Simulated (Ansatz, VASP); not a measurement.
# One calculation of Ir, two programs

File POSCAR:

```
Ir
1.0
    0.0000000000      3.8442294478      3.8442294478
    3.8442294478      0.0000000000      3.8442294478
    3.8442294478      3.8442294478      0.0000000000
Ir
8
Direct
    0.0000000000      0.0000000000      0.0000000000
    0.0000000000      0.0000000000      0.5000000000
    0.0000000000      0.5000000000      0.0000000000
    0.0000000000      0.5000000000      0.5000000000
    0.5000000000      0.0000000000      0.0000000000
    0.5000000000      0.0000000000      0.5000000000
    0.5000000000      0.5000000000      0.0000000000
    0.5000000000      0.5000000000      0.5000000000
```

Contents of INCAR.step1:

```
SYSTEM = Ir
  PREC = Accurate
  ENCUT = 520
  ISMEAR = 0
  SIGMA = 0.15
  LREAL = .False.
  LASPH = .True.
  NELM = 100
  NBANDS = 46
  GGA = PE
  ALGO = Normal
  EDIFF = 1E-4
  LWAVE = .True.
  LCHARG = .False.
```

INCAR.step2

```
SYSTEM = Ir
  PREC = Accurate
  ENCUT = 520
  EDIFF = 1E-6
  ISMEAR = 0
  SIGMA = 0.15
  LREAL = .False.
  LASPH = .True.
  NELM = 100
  ALGO = Normal
  ISIF = 2
  LWAVE = .False.
  LCHARG = .False.
  METAGGA = R2SCAN
  LMIXTAU = .True.
  NBANDS = 46
  ISTART = 1
```

KPOINTS

```
Automatic mesh
0
Gamma
  14 14 14
  0 0 0
```

Input for Ansatz:

```yaml
crystal:
  lattice:
    - [0.0, 3.8442294478, 3.8442294478]
    - [3.8442294478, 0.0, 3.8442294478]
    - [3.8442294478, 3.8442294478, 0.0]
  atoms:
    - { symbol: Ir, position: [0.0, 0.0, 0.0] }
    - { symbol: Ir, position: [0.0, 0.0, 0.5] }
    - { symbol: Ir, position: [0.0, 0.5, 0.0] }
    - { symbol: Ir, position: [0.0, 0.5, 0.5] }
    - { symbol: Ir, position: [0.5, 0.0, 0.0] }
    - { symbol: Ir, position: [0.5, 0.0, 0.5] }
    - { symbol: Ir, position: [0.5, 0.5, 0.0] }
    - { symbol: Ir, position: [0.5, 0.5, 0.5] }
basis:
  ecutwfc: 500
kpoints:
  mp_grid: { grid: [14, 14, 14] }
hamiltonian:
  xc: r2scan
scf:
  occupations: { method: gaussian, width: 0.15 }
output:
  forces: true
  stress: true
  eigenvalues: true
  write_density: true
  write_potential: true
  elf: true
  volumetric_format: npy
```

Alike in both runs: task single point; functional r2SCAN; k mesh 14 × 14 × 14; occupations gaussian, width 0.15 eV; no spin polarisation.

```csv
,VASP,Ansatz
version,VASP 6.6.1,Ansatz 0.2.0
potentials or method,"VASP PAW PBE potentials, release 64 (Ir), cutoff 520 eV","scalar-relativistic, plane waves, PAW"
valence electrons in the cell,72,136
```

```tsv
	VASP	Ansatz	Ansatz less VASP
gap on the k mesh at the Fermi level (eV)	none	none	-
pressure (GPa)	2.5	0.1	-2.48
```

VASP's potentials were made for PBE, not for r2SCAN. A gap of «none» marks a metal or a gap that the smearing closes. With one functional, cell and mesh, what is left measures potentials, basis and numerics. VASP's potentials hold 72 valence electrons a cell and Ansatz's 136, so a difference there can come from the potentials and not from the codes.

Neither program's run includes spin-orbit coupling.
